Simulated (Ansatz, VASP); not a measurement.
BaS in VASP and in Ansatz

```
Ba S
1.0
     0.06388    3.22569    3.22569
     3.22569    0.06388    3.22569
     3.22569    3.22569    0.06388
Ba S
1 1
Direct
  0.00000 0.00000 0.00000
  0.50000 0.50000 0.50000
```

Change from the starting cell: equal xy, yz and zx shear strains of +2 %, crystal datasets.

Alike in both runs: task electric field gradients; functional LDA; k mesh 7 × 7 × 7; occupations fermi-dirac, width 0.01 eV; no spin polarisation.

|  | VASP | Ansatz |
| --- | --- | --- |
| version | VASP 6.6.1 | Ansatz 0.2.0 |
| potentials or method | VASP PAW LDA potentials, release 64 (Ba_sv, S), cutoff 520 eV | all-electron PAW with datasets made for the crystal, scalar-relativistic |

VASP gave:

* gap on the k mesh at the Fermi level (eV): 1.93
* pressure (GPa): -1.8
* traceless stress, the component that is largest in VASP (GPa): -0.41
* size of Vzz on the site where it differs most (V/Å²): 14.0

Which values does Ansatz return?

gap on the k mesh at the Fermi level (eV): 2.04; pressure (GPa): -2.5; traceless stress, the component that is largest in VASP (GPa): -0.41; size of Vzz on the site where it differs most (V/Å²): 14.1.

LDA's correlation is that of Perdew and Zunger in VASP and of Perdew and Wang (1992) in Ansatz. Ansatz ran all-electron here, and VASP with PAW potentials.

Spin-orbit coupling is off throughout.
